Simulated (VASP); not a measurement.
Write the native input for VASP 6.6.1 that does the following.

```yaml
Task: single point
Functional: r2SCAN
Potentials_or_basis: VASP PAW PBE potentials, release 64 (Ru_pv)
Cutoff: 520 eV
k_mesh: 11 × 11 × 11
Occupations: fermi-dirac, width 0.05 eV
Spin: collinear spin, ferromagnetic start
Starting_moments: "[1.0, 1.0] μB"
Dipole_correction: no
Further_INCAR_settings: ALGO = Normal; EDIFF = 1e-07; NBANDS = 25
```

Ru:

```xyz
2
Lattice="0.0000 2.7066 2.7066 2.7066 0.0000 2.7066 2.7066 2.7066 0.0000" Properties=species:S:1:pos:R:3 pbc="T T T"
Ru    0.6766    0.6766    0.6766
Ru    4.7365    4.7365    4.7365
```

This isn't the form of Ru at room conditions, which is hcp.

The input as run:

POSCAR

```
Ru
1.0
    0.0000000000      2.7065671530      2.7065671530
    2.7065671530      0.0000000000      2.7065671530
    2.7065671530      2.7065671530      0.0000000000
Ru
2
Direct
    0.1250000000      0.1250000000      0.1250000000
    0.8750000000      0.8750000000      0.8750000000
```

INCAR.step1

```
PREC = Accurate
ENCUT = 520
ISMEAR = -1
SIGMA = 0.05
LREAL = F
LASPH = T
NELM = 150
ISPIN = 2
MAGMOM = 1 1
LMAXMIX = 4
NBANDS = 25
GGA = PE
ALGO = Normal
EDIFF = 1E-4
LWAVE = T
LCHARG = F
```

INCAR.step2

```
PREC = Accurate
ENCUT = 520
EDIFF = 1E-7
ISMEAR = -1
SIGMA = 0.05
LREAL = F
LASPH = T
NELM = 150
ALGO = Normal
ISIF = 2
LWAVE = F
LCHARG = F
ISPIN = 2
MAGMOM = 1 1
LORBIT = 11
LMAXMIX = 4
METAGGA = R2SCAN
LMIXTAU = T
NBANDS = 25
ISTART = 1
```

KPOINTS

```
regular mesh
0
Gamma
  11 11 11
```

Potentials or basis: VASP PAW PBE potentials, release 64 (Ru_pv).

Command:

```sh
$ cat potpaw_PBE.64/Ru_pv/POTCAR > POTCAR
$ cp INCAR.step1 INCAR
$ mpirun -np 1 vasp_std > vasp.out
$ cp INCAR.step2 INCAR
$ mpirun -np 1 vasp_std > vasp.out
```

It gave:

```yaml
Pressure: 0.9 GPa
Band_gap_on_the_k_mesh: zero (filled and empty bands overlap)
Net_moment: 0.00 μB per cell
Valence_electrons_inside_the_program's_atomic_spheres: Ru 12.80
```

Caveat: an empty level that is flat over the whole mesh can mark a ghost state of the potentials, or a narrow d or f band; the PAW data sets were made with another functional, which shifts forces and pressure a little.

It took 2.5 min on 1 thread of Intel(R) Xeon(R) 6975P-C (Granite Rapids), with other jobs on the host, peak memory 0.23 GiB.
